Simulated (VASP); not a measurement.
# In3Se (Pm-3m) in VASP: notebook, part 2 of 2

VASP 6.6.1. Earlier steps stand in the parts before.

## Step 4: Single point, PBE

The input, INCAR:

```
PREC     = Accurate       # precision mode
ENCUT    = 520            # plane-wave cutoff, eV
EDIFF    = 1E-6           # SCF threshold, eV
ISMEAR   = 0              # smearing method
SIGMA    = 0.01           # smearing width, eV
LREAL    = F              # projectors in reciprocal space
LASPH    = T              # aspherical terms in the spheres
NELM     = 100            # most SCF steps
ALGO     = Normal         # electronic algorithm
ISIF     = 2              # what is computed and relaxed
LWAVE    = F              # write WAVECAR
LCHARG   = T              # write CHGCAR
GGA      = PE             # functional
LELF     = T              # ELF
LVHAR    = T            
NBANDS   = 30             # bands
```

The input, KPOINTS:

```
regular mesh
0
Gamma
  5 5 5
```

The input, POSCAR:

```
In3Se
1.0
    4.8037580000      0.0000000000      0.0000000000
    0.0000000000      4.8037580000      0.0000000000
    0.0000000000      0.0000000000      4.8037580000
In Se
3 1
Direct
    0.0000000000      0.5000000000      0.5000000000
    0.5000000000      0.0000000000      0.5000000000
    0.5000000000      0.5000000000      0.0000000000
    0.0000000000      0.0000000000      0.0000000000
```

Potentials or basis: VASP PAW PBE potentials, release 64 (In_d, Se).

The run is started by

```
> cat potpaw_PBE.64/In_d/POTCAR potpaw_PBE.64/Se/POTCAR > POTCAR
> mpirun -np 1 vasp_std > vasp.out
```

OUTCAR:

```text
PREC = Accurate
   ENCUT = 520
   EDIFF = 1E-6
   ISMEAR = 0
   LREAL = F
   LASPH = T
   NELM = 100
   ISIF = 2
   GGA = PE

 ion  position               nearest neighbor table
   1  0.000  0.500  0.500-   2 3.40   3 3.40   4 3.40   3 3.40   4 3.40   2 3.40   4 3.40   4 3.40
                             2 3.40   3 3.40   3 3.40   2 3.40
   2  0.500  0.000  0.500-   1 3.40   3 3.40   4 3.40   3 3.40   4 3.40   1 3.40   3 3.40   3 3.40
                             1 3.40   4 3.40   4 3.40   1 3.40
   3  0.500  0.500  0.000-   1 3.40   2 3.40   4 3.40   1 3.40   2 3.40   2 3.40   4 3.40   2 3.40
                             1 3.40   4 3.40   1 3.40   4 3.40
   4  0.000  0.000  0.000-   1 3.40   2 3.40   3 3.40   1 3.40   2 3.40   1 3.40   3 3.40   1 3.40
                             2 3.40   3 3.40   2 3.40   3 3.40

  LATTYP: Found a simple cubic cell.
 ALAT       =     4.8037580000

  Lattice vectors:

 A1 = (   4.8037580000,   0.0000000000,   0.0000000000)
 A2 = (   0.0000000000,   4.8037580000,   0.0000000000)
 A3 = (   0.0000000000,   0.0000000000,   4.8037580000)

Analysis of symmetry for initial positions (statically):
=====================================================================
 Subroutine PRICEL returns:
 Original cell was already a primitive cell.

 Routine SETGRP: Setting up the symmetry group for a
 simple cubic supercell.

 Subroutine GETGRP returns: Found 48 space group operations
 (whereof 48 operations were pure point group operations)
 out of a pool of 48 trial point group operations.

The static configuration has the point symmetry O_h .

Analysis of symmetry for dynamics (positions and initial velocities):
=====================================================================
 Subroutine PRICEL returns:
 Original cell was already a primitive cell.

 Routine SETGRP: Setting up the symmetry group for a
 simple cubic supercell.

 Subroutine GETGRP returns: Found 48 space group operations
 (whereof 48 operations were pure point group operations)
 out of a pool of 48 trial point group operations.
[... 110 lines left out ...]
     AMIX_MAG =   1.60;   BMIX_MAG =  1.00
  volume/ion in A,a.u.               =      27.71       187.02
  Fermi-wavevector in a.u.,A,eV,Ry     =   1.212173  2.290675 19.991897  1.469363
  Thomas-Fermi vector in A             =   2.347665
   LORBIT       =      0    0 simple, 1 ext, 2 COOP (PROOUT), +10 PAW based schemes
   GGA     = PE    functional components
   LHFCALC =     F    Hartree Fock is set to
   AEXX    =    0.0000 exact exchange contribution
   IVDW    =     0    specifies the selected vdW correction
   LEPSILON=     F    determine dielectric tensor
   LRPA    =     F    only Hartree local field effects (RPA)
 non-spin polarized calculation
 Gauss-broadening in eV      SIGMA  =   0.01
  energy-cutoff  :      520.00
  volume of cell :      110.85
 maximum number of plane-waves:      3005
 NGX is ok and might be reduce to    36
   NGX = 17   NGY = 17   NGZ = 17

 number of electron      45.0000024 magnetization

 Free energy of the ion-electron system (eV)
  ---------------------------------------------------
  ext. energy  EPLUGINS =         0.00000000
  ---------------------------------------------------
  free energy    TOTEN  =       -11.61046240 eV

  energy without entropy =      -11.61012847  energy(sigma->0) =      -11.61029543

 E-fermi :   5.9521     XC(G=0):  -9.7342

 val. band max:        5.9412597260   @ k =   0.4000   0.2000   0.2000
 cond. band min:       6.0437362037   @ k =   0.4000   0.0000   0.0000
 fundamental gap:      0.1024764777
 Fermi energy:         5.9521075964

 k-point     1 :       0.0000    0.0000    0.0000
  band No.  band energies     occupation
      1      -8.8271      2.00000
      2      -8.8271      2.00000
      3      -8.8271      2.00000
      4      -8.8266      2.00000
      5      -8.7137      2.00000
      6      -8.7137      2.00000
[... 319 lines left out ...]
     29      13.5108      0.00000
     30      13.7453      0.00000

------------------------ aborting loop because EDIFF is reached ----------------------------------------

  FORCE on cell =-STRESS in cart. coord.  units (eV):
  Direction    XX          YY          ZZ          XY          YZ          ZX
  --------------------------------------------------------------------------------------
  -------------------------------------------------------------------------------------
  Total        0.1443098      0.1443098      0.1443098      0.0000000      0.0000000     -0.0000000
  in kB        2.0857534      2.0857534      2.0857534      0.0000000      0.0000000     -0.0000000
  external PRESSURE =       2.0857534 kB  Pullay stress =       0.0000000 kB

 VOLUME and BASIS-vectors are now :
 -----------------------------------------------------------------------------
  energy-cutoff  :      520.00
  volume of cell :      110.85
      direct lattice vectors                 reciprocal lattice vectors
     4.803758000  0.000000000  0.000000000     0.208170353  0.000000000  0.000000000
     0.000000000  4.803758000  0.000000000     0.000000000  0.208170353  0.000000000
     0.000000000  0.000000000  4.803758000     0.000000000  0.000000000  0.208170353

 POSITION                                       TOTAL-FORCE (eV/Angst)
 -----------------------------------------------------------------------------------
      0.00000      2.40188      2.40188         0.000000      0.000000      0.000000
      2.40188      0.00000      2.40188         0.000000      0.000000      0.000000
      2.40188      2.40188      0.00000         0.000000      0.000000      0.000000
      0.00000      0.00000      0.00000         0.000000      0.000000      0.000000
 -----------------------------------------------------------------------------------
    total drift:                                0.000000      0.000000      0.000000

  FREE ENERGIE OF THE ION-ELECTRON SYSTEM (eV)
  ---------------------------------------------------
  free  energy   TOTEN  =       -11.6104624024 eV

  energy  without entropy=      -11.6101284653  energy(sigma->0) =      -11.61029543
```

OSZICAR:

```text
N       E                     dE             d eps       ncg     rms          rms(c)
DAV:   1     0.406408177021E+03    0.40641E+03   -0.21397E+04   600   0.187E+03
DAV:   2     0.295031436134E+02   -0.37691E+03   -0.36851E+03   600   0.450E+02
DAV:   3    -0.100623926819E+02   -0.39566E+02   -0.38256E+02   742   0.159E+02
DAV:   4    -0.118854096148E+02   -0.18230E+01   -0.18186E+01   690   0.354E+01
DAV:   5    -0.119681922344E+02   -0.82783E-01   -0.82780E-01   880   0.665E+00    0.400E+00
DAV:   6    -0.116137117371E+02    0.35448E+00   -0.10762E+00   870   0.802E+00    0.230E+00
DAV:   7    -0.116143577165E+02   -0.64598E-03   -0.15673E-01   666   0.175E+00    0.984E-01
DAV:   8    -0.116110045386E+02    0.33532E-02   -0.13188E-02   872   0.725E-01    0.239E-01
DAV:   9    -0.116104390546E+02    0.56548E-03   -0.40300E-03   862   0.373E-01    0.102E-01
DAV:  10    -0.116104461219E+02   -0.70673E-05   -0.45527E-04   798   0.180E-01    0.387E-02
DAV:  11    -0.116104632692E+02   -0.17147E-04   -0.70726E-05   710   0.484E-02    0.114E-02
DAV:  12    -0.116104624024E+02    0.86676E-06   -0.50777E-06   670   0.168E-02
   1 F= -.11610462E+02 E0= -.11610295E+02  d E =-.333937E-03
```

stdout:

```text
POSCAR found type information on POSCAR InSe
 POSCAR found :  2 types and       4 ions
 scaLAPACK will be used
 LDA part: xc-table for (Slater+PW92), standard interpolation
 POSCAR, INCAR and KPOINTS ok, starting setup
 FFT: planning ... GRIDC
 FFT: planning ... GRID_SOFT
 FFT: planning ... GRID
 WAVECAR not read
 entering main loop
```

Wall time 20 s (1 thread of AMD EPYC 9R45 (Zen 5), shared host); peak memory 0.17 GiB.

What came out:

- Free energy: -11.6105 eV
- Pressure: 0.2 GPa

Caveat: spin-orbit coupling is left out, which moves the levels of the heavy elements.

## Step 5: Single point, PBE

The input, INCAR:

```
PREC     = Accurate       # precision mode
ENCUT    = 520            # plane-wave cutoff, eV
EDIFF    = 1E-6           # SCF threshold, eV
ISMEAR   = 0              # smearing method
SIGMA    = 0.05           # smearing width, eV
LREAL    = F              # projectors in reciprocal space
LASPH    = T              # aspherical terms in the spheres
NELM     = 80             # most SCF steps
ALGO     = Normal         # electronic algorithm
ISIF     = 2              # what is computed and relaxed
LWAVE    = F              # write WAVECAR
LCHARG   = F              # write CHGCAR
GGA      = PE             # functional
NBANDS   = 30             # bands
```

KPOINTS is that of step 4.

POSCAR is that of step 4.

The run is started by

```
> cat potpaw_PBE.64/In_d/POTCAR potpaw_PBE.64/Se/POTCAR > POTCAR
> mpirun -np 1 vasp_std > vasp.out
```

Wall time 19 s (1 thread of AMD EPYC 9R45 (Zen 5), shared host); peak memory 0.17 GiB.

The run converged. Its results:

* Free energy: -11.6121 eV
* Pressure: 0.2 GPa

Levels at points of the mesh, in eV from the Fermi level:
| k point | band 19 | band 20 | band 21 | band 22 | band 23 | band 24 | band 25 | band 26 |
| --- | --- | --- | --- | --- | --- | --- | --- | --- |
| (0.00, 0.00, 0.00) | -3.25 | -3.25 | -2.25 | -2.25 | 1.12 | 1.12 | 1.12 | 4.16 |

Caveat: spin-orbit coupling is left out, which moves the levels of the heavy elements.

## Step 6: The runs side by side

```csv
k mesh,smearing,gap on the mesh (eV),pressure (GPa)
4 × 4 × 4,gaussian 0.1 eV,none,-0.2
"4 × 4 × 4, shifted",gaussian 0.1 eV,none,-0.9
5 × 5 × 5,gaussian 0.01 eV,none,0.2
5 × 5 × 5,gaussian 0.05 eV,none,0.2
```

Alike in all rows: task single point; level PBE; potentials or basis VASP PAW PBE potentials, release 64 (In_d, Se); no spin polarisation; cell as given; cutoff (eV) 520.

Every run on the cell as given and a fine mesh finds a metal.

Caveats: spin-orbit coupling is left out, which moves the levels of the heavy elements.

Total energies depend on the potentials used, so only differences within one code and one set of settings carry meaning.
